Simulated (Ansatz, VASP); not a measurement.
**BeS: VASP beside Ansatz**

File INCAR:

```
SYSTEM = BeS
PREC = Accurate ; ENCUT = 600
EDIFF = 1E-6 ; ISMEAR = 0
SIGMA = 0.05 ; LREAL = .FALSE.
LASPH = .TRUE. ; NELM = 120
ALGO = Normal ; ISIF = 2
LWAVE = .FALSE. ; LCHARG = .FALSE.
GGA = PE ; IVDW = 13
NBANDS = 11 ; GGA_COMPAT = .FALSE.
```

File KPOINTS:

```
regular mesh
0
G
  8 8 8
  0 0 0
```

Contents of POSCAR:

```
BeS
1.0
    0.0000000000      2.3812541299      2.3812541299
    2.3812541299      0.0000000000      2.3812541299
    2.3812541299      2.3812541299      0.0000000000
Be S
1 1
Direct
    0.0000000000      0.0000000000      0.0000000000
    0.7500000000      0.7500000000      0.7500000000
```

Input for Ansatz:

```yaml
crystal:
  lattice:
    - [0.0, 2.3812541299, 2.3812541299]
    - [2.3812541299, 0.0, 2.3812541299]
    - [2.3812541299, 2.3812541299, 0.0]
  atoms:
    - { symbol: Be, position: [0.0, 0.0, 0.0] }
    - { symbol: S, position: [0.75, 0.75, 0.75] }
basis:
  ecutwfc: 420
  ecutrho_ratio: 4
kpoints:
  mp_grid: { grid: [8, 8, 8] }
hamiltonian:
  xc: pbe
  dispersion: d4
scf:
  occupations: { method: gaussian, width: 0.05 }
output:
  forces: true
  stress: true
  eigenvalues: true
```

Alike in both runs: task single point; functional PBE; dispersion D4; k mesh 8 × 8 × 8; occupations gaussian, width 0.05 eV; no spin polarisation.

```csv
,VASP,Ansatz
version,VASP 6.6.1,Ansatz 0.2.0
potentials or method,"VASP PAW PBE potentials, release 64 (Be, S), cutoff 600 eV","scalar-relativistic, plane waves, PAW"
valence electrons in the cell,8,8
```

|  | VASP | Ansatz | Ansatz less VASP |
| --- | --- | --- | --- |
| gap on the k mesh at the Fermi level (eV) | 2.98 | 2.98 | -0.001 |
| least direct gap on the mesh (eV) | 5.64 | 5.62 | -0.019 |
| pressure (GPa) | 4.4 | 4.4 | -0.04 |
